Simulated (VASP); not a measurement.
# SiC (Pbam) in VASP: further runs

The runs below take SiC through relaxation of cell and atoms, single point, with PBE.

All numbers are computed with VASP 6.6.1; they aren't measurements. Logs are shortened: lines on timing, memory, paths and dates and some standing lists are left out, and cuts for length are marked.

## (1) The cell of the first run

Symmetry: Pbam, No. 55, orthorhombic system. Conventional cell: a = 5.568 Å, b = 7.679 Å, c = 2.675 Å, α = 90.00°, β = 90.00°, γ = 90.00°. Within 2.5 Å of Si (site symmetry m) lie 4 C at 1.82 to 1.83 Å and 1 Si at 2.49 Å. Within 2.4 Å of Si (site symmetry 2/m) lie 4 C at 1.83 Å. C (site symmetry m) has 4 Si at 1.82 to 1.83 Å and 1 C at 2.49 Å within 2.5 Å. C (site symmetry 2/m) has 4 Si at 1.83 Å within 2.4 Å.

The cell was built from a structure type or drawn by symmetry, and may not be a known phase.

## (2) Relaxation of cell and atoms, PBE

INCAR

```
SYSTEM = SiC
PREC = Accurate
ENCUT = 600
EDIFF = 1E-6
ISMEAR = 0
SIGMA = 0.1
LREAL = .FALSE.
LASPH = .TRUE.
NELM = 80
ALGO = Normal
ISIF = 3
LWAVE = .FALSE.
LCHARG = .FALSE.
GGA = PE
IBRION = 2
NSW = 90
EDIFFG = -0.04
```

KPOINTS

```
Automatic mesh
0
G
  4 2 6
  0 0 0
```

POSCAR

```
SiC
1.0
    5.5676507500      0.0000000000      0.0000000000
    0.0000000000      7.6788049700      0.0000000000
    0.0000000000      0.0000000000      2.6754632100
Si C
6 6
Direct
    0.5869124700      0.6490596900      0.5000000000
    0.4130875300      0.3509403100      0.5000000000
    0.0000000000      0.5000000000      0.0000000000
    0.0869124700      0.8509403100      0.5000000000
    0.9130875300      0.1490596900      0.5000000000
    0.5000000000      0.0000000000      0.0000000000
    0.0869124700      0.3509403100      0.5000000000
    0.9130875300      0.6490596900      0.5000000000
    0.5000000000      0.5000000000      0.0000000000
    0.5869124700      0.1490596900      0.5000000000
    0.4130875300      0.8509403100      0.5000000000
    0.0000000000      0.0000000000      0.0000000000
```

Potentials or basis: VASP PAW PBE potentials, release 64 (Si, C).

Command:

```
$ cat potpaw_PBE.64/Si/POTCAR potpaw_PBE.64/C/POTCAR > POTCAR
$ mpirun -np 1 vasp_std > vasp.out
```

OUTCAR:

```text
SYSTEM = SiC
   PREC = Accurate
   ENCUT = 600
   EDIFF = 1E-6
   ISMEAR = 0
   LREAL = .FALSE.
   LASPH = .TRUE.
   NELM = 80
   ISIF = 3
   GGA = PE
   IBRION = 2
   NSW = 90
   EDIFFG = -0.04

 ion  position               nearest neighbor table
   1  0.587  0.649  0.500-   8 1.82   9 1.83   9 1.83  11 1.83   2 2.49   3 2.90   3 2.90   6 3.05
                             6 3.05
   2  0.413  0.351  0.500-   7 1.82   9 1.83   9 1.83  10 1.83   1 2.49   3 2.90   3 2.90   6 3.05
                             6 3.05
   3  0.000  0.500  0.000-   7 1.83   8 1.83   7 1.83   8 1.83   1 2.90   2 2.90   1 2.90   2 2.90
                             4 3.05   5 3.05   4 3.05   5 3.05
   4  0.087  0.851  0.500-  11 1.82  12 1.83  12 1.83   8 1.83   5 2.49   6 2.90   6 2.90   3 3.05
                             3 3.05
   5  0.913  0.149  0.500-  10 1.82  12 1.83  12 1.83   7 1.83   4 2.49   6 2.90   6 2.90   3 3.05
                             3 3.05
   6  0.500  0.000  0.000-  10 1.83  11 1.83  10 1.83  11 1.83   4 2.90   5 2.90   4 2.90   5 2.90
                             1 3.05   2 3.05   1 3.05   2 3.05
   7  0.087  0.351  0.500-   2 1.82   3 1.83   3 1.83   5 1.83
   8  0.913  0.649  0.500-   1 1.82   3 1.83   3 1.83   4 1.83
   9  0.500  0.500  0.000-   1 1.83   2 1.83   1 1.83   2 1.83
  10  0.587  0.149  0.500-   5 1.82   6 1.83   6 1.83   2 1.83
  11  0.413  0.851  0.500-   4 1.82   6 1.83   6 1.83   1 1.83
  12  0.000  0.000  0.000-   4 1.83   5 1.83   4 1.83   5 1.83

  LATTYP: Found a simple orthorhombic cell.
 ALAT       =     2.6754632100
 B/A-ratio  =     2.0810044142
 C/A-ratio  =     2.8700843059

  Lattice vectors:

 A1 = (   0.0000000000,   0.0000000000,   2.6754632100)
 A2 = (   5.5676507500,   0.0000000000,   0.0000000000)
 A3 = (   0.0000000000,   7.6788049700,   0.0000000000)

Analysis of symmetry for initial positions (statically):
=====================================================================
 Subroutine PRICEL returns:
 Original cell was already a primitive cell.

 Routine SETGRP: Setting up the symmetry group for a
 simple orthorhombic supercell.

 Subroutine GETGRP returns: Found  8 space group operations
 (whereof  4 operations were pure point group operations)
 out of a pool of  8 trial point group operations.

The static configuration has the point symmetry C_2h.
 The point group associated with its full space group is D_2h.

Analysis of symmetry for dynamics (positions and initial velocities):
=====================================================================
 Subroutine PRICEL returns:
 Original cell was already a primitive cell.

 Routine SETGRP: Setting up the symmetry group for a
 simple orthorhombic supercell.

 Subroutine GETGRP returns: Found  8 space group operations
 (whereof  4 operations were pure point group operations)
 out of a pool of  8 trial point group operations.

The dynamic configuration has the point symmetry C_2h.
 The point group associated with its full space group is D_2h.

 Subroutine INISYM returns: Found  8 space group operations
 (whereof  4 operations are pure point group operations),
 and found     1 'primitive' translations

----------------------------------------------------------------------------------------

                                     Primitive cell

  volume of cell :     114.3838

  direct lattice vectors                    reciprocal lattice vectors
     5.567650750  0.000000000  0.000000000     0.179608967  0.000000000  0.000000000
     0.000000000  7.678804970  0.000000000     0.000000000  0.130228597  0.000000000
     0.000000000  0.000000000  2.675463210     0.000000000  0.000000000  0.373767053

  length of vectors
     5.567650750  7.678804970  2.675463210     0.179608967  0.130228597  0.373767053

  position of ions in fractional coordinates (direct lattice)
     0.586912470  0.649059690  0.500000000
     0.413087530  0.350940310  0.500000000
     0.000000000  0.500000000  0.000000000
     0.086912470  0.850940310  0.500000000
     0.913087530  0.149059690  0.500000000
     0.500000000  0.000000000  0.000000000
     0.086912470  0.350940310  0.500000000
     0.913087530  0.649059690  0.500000000
     0.500000000  0.500000000  0.000000000
     0.586912470  0.149059690  0.500000000
     0.413087530  0.850940310  0.500000000
     0.000000000  0.000000000  0.000000000

  ion indices of the primitive-cell ions
   primitive index   ion index
                 1           1
                 2           2
                 3           3
                 4           4
                 5           5
                 6           6
                 7           7
                 8           8
                 9           9
                10          10
                11          11
                12          12

----------------------------------------------------------------------------------------

 KPOINTS: Automatic mesh

Automatic generation of k-mesh.
 Grid dimensions read from file:
 generate k-points for:    4    2    6

 Generating k-lattice:

  Cartesian coordinates                     Fractional coordinates (reciprocal lattice)
     0.044902242  0.000000000  0.000000000     0.250000000  0.000000000  0.000000000
     0.000000000  0.065114299  0.000000000     0.000000000  0.500000000  0.000000000
     0.000000000  0.000000000  0.062294509     0.000000000  0.000000000  0.166666667

  Length of vectors
     0.044902242  0.065114299  0.062294509

  Shift w.r.t. Gamma in fractional coordinates (k-lattice)
     0.000000000  0.000000000  0.000000000

 Subroutine IBZKPT returns following result:
 ===========================================

 Found     24 irreducible k-points:

 Following reciprocal coordinates:
            Coordinates               Weight
  0.000000  0.000000  0.000000      1.000000
  0.250000  0.000000  0.000000      2.000000
  0.500000  0.000000  0.000000      1.000000
  0.000000  0.500000  0.000000      1.000000
  0.250000  0.500000  0.000000      2.000000
  0.500000  0.500000  0.000000      1.000000
[... 16 lines left out ...]
  0.250000  0.500000  0.500000      2.000000
  0.500000  0.500000  0.500000      1.000000
   k-points           NKPTS =     24   k-points in BZ     NKDIM =     24   number of bands    NBANDS=     31
   number of dos      NEDOS =    301   number of ions     NIONS =     12
   total plane-waves  NPLWV =  73728
   dimension x,y,z NGX =    48 NGY =   64 NGZ =   24
   dimension x,y,z NGXF=    96 NGYF=  128 NGZF=   48
   ions per type =               6   6
   NGX,Y,Z   is equivalent  to a cutoff of  14.33, 13.86, 14.91 a.u.
   NGXF,Y,Z  is equivalent  to a cutoff of  28.66, 27.71, 29.83 a.u.
 SYSTEM =  SiC
   PREC   = accura    normal or accurate (medium, high low for compatibility)
   ISTART =      0    job   : 0-new  1-cont  2-samecut
   ICHARG =      2    charge: 1-file 2-atom 10-const
   ISPIN  =      1    spin polarized calculation?
   LNONCOLLINEAR =      F non collinear calculations
   LSORBIT =      F    spin-orbit coupling
   LASPH  =      T    aspherical Exc in radial PAW
   ENCUT  =  600.0 eV  44.10 Ry    6.64 a.u.  11.12 15.34  5.34*2*pi/ulx,y,z
   NELM   =     80;   NELMIN=  2; NELMDL= -5     # of ELM steps
   EDIFF  = 0.1E-05   stopping-criterion for ELM
   LREAL  =      F    real-space projection
   EDIFFG = -.4E-01   stopping-criterion for IOM
   NSW    =     90    number of steps for IOM
   IBRION =      2    ionic relax: 0-MD 1-quasi-New 2-CG
   NFREE  =      1    steps in history (QN), initial steepest desc. (CG)
   ISIF   =      3    stress and relaxation
   ISYM   =      2    0-nonsym 1-usesym 2-fastsym
   POTIM  = 0.5000    time-step for ionic-motion
   TEBEG  =    0.0;   TEEND  =   0.0 temperature during run
   PSTRESS=    0.0 pullay stress
   NELECT =      48.0000    total number of electrons
   NUPDOWN=      -1.0000    fix difference up-down
   EMIN   =  10.00;   EMAX   =-10.00  energy-range for DOS
   EFERMI =   0.00;   METHOD = LEGACY
   ISMEAR =     0;   SIGMA  =   0.10  broadening in eV -4-tet -1-fermi 0-gaus
   EFERMI_NEDOS =   21; number of points for ismear=-14 and -15
   IALGO  =     38    algorithm
   IMIX   =      4    mixing-type and parameters
     AMIX     =   0.40;   BMIX     =  1.00
     AMIX_MAG =   1.60;   BMIX_MAG =  1.00
  volume/ion in A,a.u.               =       9.53        64.33
  Fermi-wavevector in a.u.,A,eV,Ry     =   1.225652  2.316146 20.438970  1.502222
  Thomas-Fermi vector in A             =   2.360682
   LORBIT       =      0    0 simple, 1 ext, 2 COOP (PROOUT), +10 PAW based schemes
   GGA     = PE    functional components
   LHFCALC =     F    Hartree Fock is set to
   AEXX    =    0.0000 exact exchange contribution
   IVDW    =     0    specifies the selected vdW correction
   LEPSILON=     F    determine dielectric tensor
   LRPA    =     F    only Hartree local field effects (RPA)
 conjugate gradient relaxation of ions
 non-spin polarized calculation
 Gauss-broadening in eV      SIGMA  =   0.10
  energy-cutoff  :      600.00
  volume of cell :      114.38
 maximum number of plane-waves:      3839
 NGX is ok and might be reduce to    48
   NGX = 23   NGY = 31   NGZ = 11

--------------------------------------- Ionic step        1  -------------------------------------------

 number of electron      47.9999999 magnetization

 Free energy of the ion-electron system (eV)
  ---------------------------------------------------
  ext. energy  EPLUGINS =         0.00000000
  ---------------------------------------------------
  free energy    TOTEN  =       -80.29607804 eV

  energy without entropy =      -80.28504516  energy(sigma->0) =      -80.29056160

 E-fermi :  10.6705     XC(G=0): -11.6885

 val. band max:       10.6246221034   @ k =   0.2500   0.5000   0.0000
 cond. band min:      10.6946530322   @ k =   0.5000   0.5000   0.0000
 fundamental gap:      0.0700309288
 Fermi energy:        10.6704571240

 k-point     1 :       0.0000    0.0000    0.0000
  band No.  band energies     occupation
      1      -7.4657      2.00000
      2      -6.1305      2.00000
      3      -4.7733      2.00000
      4      -4.6972      2.00000
      5      -3.6558      2.00000
      6      -2.6896      2.00000
[... 936 lines left out ...]
  FREE ENERGIE OF THE ION-ELECTRON SYSTEM (eV)
  ---------------------------------------------------
  free  energy   TOTEN  =       -82.7696274303 eV

  energy  without entropy=      -82.7658997190  energy(sigma->0) =      -82.76776357

[... ionic steps 4 to 14 ...]

--------------------------------------- Ionic step       15  -------------------------------------------

 number of electron      48.0000001 magnetization

------------------------ aborting loop because EDIFF is reached ----------------------------------------

  FORCE on cell =-STRESS in cart. coord.  units (eV):
  Direction    XX          YY          ZZ          XY          YZ          ZX
  --------------------------------------------------------------------------------------
  -------------------------------------------------------------------------------------
  Total        0.4352674      0.3949987     -0.0030570     -0.0000000      0.0000000      0.0000000
  in kB        5.5668893      5.0518691     -0.0390977     -0.0000000      0.0000000      0.0000000
  external PRESSURE =       3.5265536 kB  Pullay stress =       0.0000000 kB
[... 77 lines left out ...]
  energy  without entropy=      -83.3402255677  energy(sigma->0) =      -83.34174276

--------------------------------------- Ionic step       17  -------------------------------------------

 number of electron      48.0000000 magnetization

 Free energy of the ion-electron system (eV)
  ---------------------------------------------------
  ext. energy  EPLUGINS =         0.00000000
  ---------------------------------------------------
  free energy    TOTEN  =       -83.34358491 eV

  energy without entropy =      -83.34055198  energy(sigma->0) =      -83.34206844

 E-fermi :   9.1644     XC(G=0): -11.3323

 val. band max:        9.1135046712   @ k =   0.2500   0.0000   0.0000
 cond. band min:       9.1688295700   @ k =   0.0000   0.0000   0.0000
 fundamental gap:      0.0553248988
 Fermi energy:         9.1643588926

 k-point     1 :       0.0000    0.0000    0.0000
  band No.  band energies     occupation
      1      -7.6479      2.00000
      2      -6.4910      2.00000
      3      -5.1215      2.00000
      4      -4.3247      2.00000
      5      -3.4969      2.00000
      6      -2.7864      2.00000
[... 844 lines left out ...]
  FREE ENERGIE OF THE ION-ELECTRON SYSTEM (eV)
  ---------------------------------------------------
  free  energy   TOTEN  =       -83.3435849055 eV

  energy  without entropy=      -83.3405519824  energy(sigma->0) =      -83.34206844

 reached required accuracy - stopping structural energy minimisation
```

It took 12 min on 1 thread of Intel Xeon 6975P-C (Granite Rapids), shared host; peak memory 0.29 GiB.

What came out:

```
Free energy                           : -83.3436 eV
Relaxed volume                        : 10.45 Å³/atom
Relaxed cell                          : a = 5.211 Å, b = 8.206 Å, c = 2.933 Å, α = 90.00°, β = 90.00°, γ = 90.00°
Space group after relaxing (to 0.1 Å) : Pbam (No. 55)
Energy gained by relaxing             : 254.0 meV/atom
Ionic steps                           : 17
Pressure after relaxing               : 0.1 GPa
Largest force after relaxing          : 0.019 eV/Å
Band gap on the k mesh                : zero (bands 24 and 25 overlap by 0.27 eV)
```

Forces on the atoms (eV/Å):
```
Si   0.013 -0.010  0.000
Si  -0.013  0.010  0.000
Si   0.000  0.000  0.000
Si   0.013  0.010  0.000
Si  -0.013 -0.010  0.000
Si   0.000  0.000  0.000
C    0.019 -0.003  0.000
C   -0.019  0.003  0.000
C    0.000  0.000  0.000
C    0.019  0.003  0.000
C   -0.019 -0.003  0.000
C    0.000  0.000  0.000
```

The path:
```tsv
step	energy change (eV)	largest force (eV/Å)	pressure (GPa)	volume (Å³)
1	0.0000	2.2130	33.35	114.38
2	-0.4634	1.6466	-21.27	149.54
3	-2.4735	0.8538	-3.44	130.90
4	-2.4755	0.8420	-2.88	130.52
5	-2.7279	0.7028	-1.28	128.79
6	-2.7312	0.7216	-1.06	128.58
7	-2.9230	0.3787	0.67	126.46
8	-2.9704	0.6187	2.29	124.35
9	-2.9728	0.5661	2.01	124.72
10	-2.9996	0.4370	-1.46	126.27
11	-3.0093	0.2879	-0.33	125.74
12	-3.0375	0.1856	-0.76	125.95
13	-3.0387	0.2001	-0.86	126.00
14	-3.0455	0.1245	0.78	125.02
15	-3.0465	0.0993	0.35	125.27
16	-3.0472	0.0643	-0.10	125.53
17	-3.0475	0.0192	0.06	125.44
```

Final structure:
```
Si C
1.0
     5.21112    0.00000    0.00000
     0.00000    8.20593    0.00000
     0.00000    0.00000    2.93334
Si C
6 6
Direct
  0.59084 0.64493 0.50000
  0.40916 0.35507 0.50000
  0.00000 0.50000 0.00000
  0.09084 0.85507 0.50000
  0.90916 0.14493 0.50000
  0.50000 0.00000 0.00000
  0.05460 0.34640 0.50000
  0.94540 0.65360 0.50000
  0.50000 0.50000 0.00000
  0.55460 0.15360 0.50000
  0.44540 0.84640 0.50000
  0.00000 0.00000 0.00000
```

Levels at points of the mesh, in eV from the Fermi level:
| k point | band 20 | band 21 | band 22 | band 23 | band 24 | band 25 | band 26 | band 27 | band 28 | band 29 |
| --- | --- | --- | --- | --- | --- | --- | --- | --- | --- | --- |
| (0.00, 0.00, 0.00) | -1.42 | -1.30 | -1.02 | -0.72 | 0.00 | 1.86 | 2.25 | 3.83 | 4.00 | 4.28 |
| (0.50, 0.00, 0.00) | -1.88 | -1.28 | -1.28 | -0.34 | -0.34 | 1.69 | 1.69 | 2.76 | 2.76 | 4.02 |
| (0.00, 0.50, 0.00) | -1.45 | -1.17 | -1.17 | -0.38 | -0.38 | 2.17 | 2.17 | 4.08 | 4.08 | 4.62 |
| (0.50, 0.50, 0.00) | -2.54 | -1.97 | -1.97 | -0.21 | -0.21 | 1.21 | 1.21 | 2.83 | 2.83 | 4.27 |
| (0.00, 0.00, 0.50) | -3.09 | -3.05 | -2.89 | -2.21 | -1.90 | -0.26 | 0.87 | 2.40 | 2.86 | 3.06 |
| (0.50, 0.00, 0.50) | -3.41 | -1.67 | -1.67 | -1.62 | -1.62 | 0.93 | 0.93 | 1.83 | 1.83 | 2.51 |
| (0.00, 0.50, 0.50) | -3.61 | -3.52 | -3.52 | -1.38 | -1.38 | 1.34 | 1.34 | 1.97 | 1.97 | 3.07 |
| (0.50, 0.50, 0.50) | -3.47 | -1.50 | -1.50 | -1.33 | -1.33 | 1.04 | 1.04 | 2.21 | 2.21 | 2.82 |

Caveat: the k points lie up to 0.38 Å⁻¹ apart in the final cell; semilocal functionals underestimate gaps, so a narrow gap can read as zero.

## (3) Single point, PBE, collinear spin

INCAR

```
  ALGO = Normal
  EDIFF = 1E-6
  ENCUT = 520
  GGA = PE
  ISIF = 2
  ISMEAR = 0
  ISPIN = 2
  LASPH = True
  LCHARG = True
  LELF = True
  LORBIT = 11
  LREAL = False
  LVHAR = True
  LWAVE = False
  MAGMOM = 0 0 0 0 0 0 1 1 1 1 1 1
  NBANDS = 40
  NELM = 150
  PREC = Accurate
  SIGMA = 0.1
```

KPOINTS

```
k-points
0
Gamma
  4 2 6
```

POSCAR is that of step 2.

Potentials or basis: VASP PAW PBE potentials, release 64 (Si, C).

Command:

```
$ cat potpaw_PBE.64/Si/POTCAR potpaw_PBE.64/C/POTCAR > POTCAR
$ mpirun -np 1 vasp_std > vasp.out
```

Wall time 2.2 min (1 thread of Intel Xeon 6975P-C (Granite Rapids), shared host); peak memory 0.34 GiB.

It converged, with:

- Free energy: -80.2862 eV
- Pressure: 33.5 GPa
- Largest force: 2.213 eV/Å
- Band gap on the k mesh: zero (filled and empty bands overlap)
- Net moment: 0.00 μB per cell
- Valence electrons inside the program's atomic spheres: Si 1.71, 1.68 (each value once); C 2.67, 2.65 (each value once)

Forces in eV/Å, atoms in the order of the input:
```
Si  -0.390  0.270  0.000
Si   0.390 -0.270  0.000
Si   0.000  0.000  0.000
Si  -0.390 -0.270  0.000
Si   0.390  0.270  0.000
Si   0.000  0.000  0.000
C   -0.319 -2.190  0.000
C    0.319  2.190  0.000
C    0.000  0.000  0.000
C   -0.319  2.190  0.000
C    0.319 -2.190  0.000
C    0.000  0.000  0.000
```

Stress tensor (GPa, compression positive):
```
 6.23  0.00  0.00
 0.00 28.23  0.00
 0.00  0.00 66.06
```

Levels at points of the mesh, in eV from the Fermi level:
Spin up:
| k point | band 22 | band 23 | band 24 | band 25 | band 26 | band 27 |
| --- | --- | --- | --- | --- | --- | --- |
| (0.00, 0.00, 0.00) | -1.07 | -0.53 | 0.07 | 2.22 | 2.28 | 2.33 |
| (0.50, 0.00, 0.00) | -1.43 | -0.07 | -0.07 | 0.60 | 0.60 | 3.71 |
| (0.00, 0.50, 0.00) | -1.21 | -0.13 | -0.13 | 1.82 | 1.82 | 2.94 |
| (0.50, 0.50, 0.00) | -1.52 | -0.17 | -0.17 | 0.02 | 0.02 | 3.90 |
| (0.00, 0.00, 0.50) | -2.90 | -2.72 | -2.34 | -0.52 | 0.10 | 2.11 |
| (0.50, 0.00, 0.50) | -2.31 | -2.06 | -2.06 | 0.13 | 0.13 | 1.32 |
| (0.00, 0.50, 0.50) | -3.74 | -1.69 | -1.69 | 0.62 | 0.62 | 2.84 |
| (0.50, 0.50, 0.50) | -2.07 | -1.83 | -1.83 | -0.26 | -0.26 | 2.40 |
Spin down:
```tsv
k point	band 20	band 21	band 22	band 23	band 24	band 25	band 26	band 27	band 28	band 29
(0.00, 0.00, 0.00)	-1.48	-1.20	-1.07	-0.53	0.07	2.22	2.28	2.33	2.89	3.60
(0.50, 0.00, 0.00)	-1.49	-1.43	-1.43	-0.07	-0.07	0.60	0.60	3.71	3.71	3.99
(0.00, 0.50, 0.00)	-2.33	-1.21	-1.21	-0.13	-0.13	1.82	1.82	2.94	2.94	3.75
(0.50, 0.50, 0.00)	-2.94	-1.52	-1.52	-0.17	-0.17	0.02	0.02	3.90	3.90	4.22
(0.00, 0.00, 0.50)	-3.76	-3.42	-2.90	-2.72	-2.34	-0.52	0.10	2.11	2.40	2.77
(0.50, 0.00, 0.50)	-4.70	-2.31	-2.31	-2.06	-2.06	0.13	0.13	1.32	1.32	2.51
(0.00, 0.50, 0.50)	-4.41	-3.74	-3.74	-1.69	-1.69	0.62	0.62	2.84	2.84	3.20
(0.50, 0.50, 0.50)	-4.71	-2.07	-2.07	-1.83	-1.83	-0.26	-0.26	2.40	2.40	3.19
```

Caveat: the k points lie up to 0.41 Å⁻¹ apart, too coarse for converged energies and pressures of a metal; semilocal functionals underestimate gaps, so a narrow gap can read as zero; forces of over 1 eV/Å act on the atoms, so gaps and moduli don't describe the material at rest.

(Part 1 of 2 ends here.)
